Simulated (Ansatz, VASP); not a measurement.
# One calculation of Li12NO, two programs

File INCAR:

```
PREC     = Accurate       # precision mode
ENCUT    = 520            # plane-wave cutoff, eV
EDIFF    = 1E-6           # SCF threshold, eV
ISMEAR   = 0              # smearing method
SIGMA    = 0.1            # smearing width, eV
LREAL    = F              # projectors in reciprocal space
LASPH    = T              # aspherical terms in the spheres
NELM     = 150            # most SCF steps
ALGO     = Normal         # electronic algorithm
ISIF     = 2              # what is computed and relaxed
LWAVE    = F              # write WAVECAR
LCHARG   = F              # write CHGCAR
ISPIN    = 2              # spin polarisation
MAGMOM   = 0 0 0 0 0 0 0 0 0 0 0 0 1 0 # initial moments
LORBIT   = 11             # projections on sites
LDIPOL   = T            
IDIPOL   = 3            
DIPOL    = 0.5 0.5 0.302
GGA      = PE             # functional
NBANDS   = 40             # bands
KPAR     = 4
```

KPOINTS

```
Automatic mesh
0
Gamma
  5 5 1
```

The input POSCAR:

```
Li12NO
1.0
    5.9451735978      0.0000000000      0.0000000000
   -1.9817245326      5.6051634218      0.0000000000
    0.0000000000      0.0000000000     22.6831262891
Li N O
12 1 1
Direct
    0.2500000000      0.2500000000      0.1763425354
    0.2500000000      0.7500000000      0.1763425354
    0.7500000000      0.2500000000      0.1763425354
    0.7500000000      0.7500000000      0.1763425354
    0.0000000000      0.0000000000      0.2794233694
    0.0000000000      0.5000000000      0.2794233694
    0.5000000000      0.0000000000      0.2794233694
    0.5000000000      0.5000000000      0.2794233694
    0.2500000000      0.2500000000      0.3828011262
    0.2500000000      0.7500000000      0.3828011262
    0.7500000000      0.2500000000      0.3828011262
    0.7500000000      0.7500000000      0.3828011262
    0.9166666667      0.5833333333      0.4304136107
    1.0826986962      0.7493653629      0.4438776487
```

Input for Ansatz:

```yaml
crystal:
  lattice:
    - [5.9451735978, 0.0, 0.0]
    - [-1.9817245326, 5.6051634218, 0.0]
    - [0.0, 0.0, 22.6831262891]
  atoms:
    - { symbol: Li, position: [0.25, 0.25, 0.1763425354] }
    - { symbol: Li, position: [0.25, 0.75, 0.1763425354] }
    - { symbol: Li, position: [0.75, 0.25, 0.1763425354] }
    - { symbol: Li, position: [0.75, 0.75, 0.1763425354] }
    - { symbol: Li, position: [0.0, 0.0, 0.2794233694] }
    - { symbol: Li, position: [0.0, 0.5, 0.2794233694] }
    - { symbol: Li, position: [0.5, 0.0, 0.2794233694] }
    - { symbol: Li, position: [0.5, 0.5, 0.2794233694] }
    - { symbol: Li, position: [0.25, 0.25, 0.3828011262] }
    - { symbol: Li, position: [0.25, 0.75, 0.3828011262] }
    - { symbol: Li, position: [0.75, 0.25, 0.3828011262] }
    - { symbol: Li, position: [0.75, 0.75, 0.3828011262] }
    - { symbol: "N", position: [0.9166666667, 0.5833333333, 0.4304136107], spin: 1.0 }
    - { symbol: O, position: [1.0826986962, 0.7493653629, 0.4438776487] }
basis:
  ecutwfc: 420
kpoints:
  mp_grid: { grid: [5, 5, 1] }
hamiltonian:
  xc: pbe
scf:
  occupations: { method: gaussian, width: 0.1 }
output:
  forces: true
  eigenvalues: true
  populations: true
magnetization:
  spin_polarized: true
efield:
  axis: 3
  dipole_correction: true
  ramp_width: 0.04
```

Alike in both runs: task single point; functional PBE; k mesh 5 × 5 × 1; occupations gaussian, width 0.1 eV; collinear spin.

|  | VASP | Ansatz |
| --- | --- | --- |
| version | VASP 6.6.1 | Ansatz 0.2.0 |
| potentials or method | VASP PAW PBE potentials, release 64 (Li_sv, N, O), cutoff 520 eV | scalar-relativistic, plane waves, PAW |
| valence electrons in the cell | 47 | 47 |

VASP gave:

- gap on the k mesh at the Fermi level (eV): none
- rms of the force components (eV/Å): 1.734
- net moment per atom (μB): 0.09
- size of the moment on the site where the two differ most (μB): 0.56

Question: Which values does Ansatz return?

Answer: gap on the k mesh at the Fermi level (eV): none; rms of the force components (eV/Å): 1.495; net moment per atom (μB): 0.09; size of the moment on the site where the two differ most (μB): 0.31.

Site moments also hang on the region over which each program counts them. Atom by atom the forces differ by 0.243 eV/Å (rms over components). A gap of «none» marks a metal or a gap that the smearing closes.

Noted on VASP's run: the cutoff is short for stress, so the pressure is rough; the standard files for N, O and F lose accuracy on very short bonds.
